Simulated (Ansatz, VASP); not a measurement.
CoSn in VASP and in Ansatz

```
Co Sn
1.0
     5.21972    0.00000    0.00000
    -2.60986    4.52041    0.00000
     0.00000    0.00000    4.16847
Co Sn
3 3
Direct
  0.00000 0.50000 0.00000
  0.50000 0.50000 0.00000
  0.50000 0.00000 0.00000
  0.66667 0.33333 0.50000
  0.33333 0.66667 0.50000
  0.00000 0.00000 0.00000
```

Alike in both runs: task single point; functional r2SCAN; k mesh 9 × 9 × 8; occupations gaussian, width 0.1 eV; no spin polarisation.

```csv
,VASP,Ansatz
version,VASP 6.6.1,Ansatz 0.2.0
potentials or method,"VASP PAW PBE potentials, release 64 (Co, Sn_d), cutoff 520 eV","scalar-relativistic, plane waves, PAW"
valence electrons in the cell,69,93
```

```tsv
	VASP	Ansatz	Ansatz less VASP
gap on the k mesh at the Fermi level (eV)	none	none	-
pressure (GPa)	2.1	1.9	-0.27
traceless stress, the component that is largest in VASP (GPa)	-0.16	-0.11	+0.051
```

VASP's potentials were made for PBE, not for r2SCAN. A gap of «none» marks a metal or a gap that the smearing closes. VASP's potentials hold 69 valence electrons a cell and Ansatz's 93, so a difference there can come from the potentials and not from the codes.
